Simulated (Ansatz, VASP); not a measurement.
**One calculation of C, two programs**

Contents of INCAR:

```
SYSTEM = C
PREC = Accurate ; ENCUT = 520
EDIFF = 1E-7 ; ISMEAR = -1
SIGMA = 0.05 ; LREAL = .False.
LASPH = .True. ; NELM = 150
ALGO = Normal ; ISIF = 2
LWAVE = .False. ; LCHARG = .True.
MAGMOM = 0 0 0 0 0 0 0 0 0 0 0 0 ; LORBIT = 11
LSORBIT = .True. ; GGA_COMPAT = .False.
LORBMOM = .True. ; GGA = PE
LVHAR = .True. ; NBANDS = 30
```

File KPOINTS:

```
Automatic mesh
0
Gamma
  11 11 3
  0 0 0
```

File POSCAR:

```
C
1.0
    2.4665664888      0.0000000000      0.0000000000
   -1.2332832444      2.1361092394      0.0000000000
    0.0000000000      0.0000000000      8.5267357088
C
4
Direct
    1.0000000000      1.0000000000      0.2500000000
    0.0000000000      0.0000000000      0.7500000000
    0.3333333333      0.6666666667      0.2500000000
    0.6666666667      0.3333333333      0.7500000000
```

Input for Ansatz:

```yaml
crystal:
  lattice:
    - [2.4665664888, 0.0, 0.0]
    - [-1.2332832444, 2.1361092394, 0.0]
    - [0.0, 0.0, 8.5267357088]
  atoms:
    - { symbol: C, position: [1.0, 1.0, 0.25] }
    - { symbol: C, position: [0.0, 0.0, 0.75] }
    - { symbol: C, position: [0.3333333333, 0.6666666667, 0.25] }
    - { symbol: C, position: [0.6666666667, 0.3333333333, 0.75] }
hamiltonian:
  xc: pbe
  pseudopotentials:
    kind: paw_fr
    azcp:
      C: "pseudopotentials/C.paw.azcp"
basis:
  ecutwfc: 420
  fft_grid_basis: typed
kpoints:
  mp_grid: { grid: [11, 11, 3], shift: [0, 0, 0] }
magnetization:
  noncollinear: true
  spin_orbit: true
scf:
  occupations: { method: fermi_dirac, width: 0.05 }
```

Alike in both runs: task single point; functional PBE; k mesh 11 × 11 × 3; occupations fermi-dirac, width 0.05 eV; non-collinear spin, spin-orbit coupling.

|  | VASP | Ansatz |
| --- | --- | --- |
| version | VASP 6.6.1 | Ansatz 0.2.0 |
| potentials or method | VASP PAW PBE potentials, release 64 (C), cutoff 520 eV | plane waves (420 eV) with PAW, fully relativistic with spin-orbit coupling |
| valence electrons in the cell | 16 | 16 |

```csv
,VASP,Ansatz,Ansatz less VASP
net moment per atom (μB),0.00,0.00,0.000
```
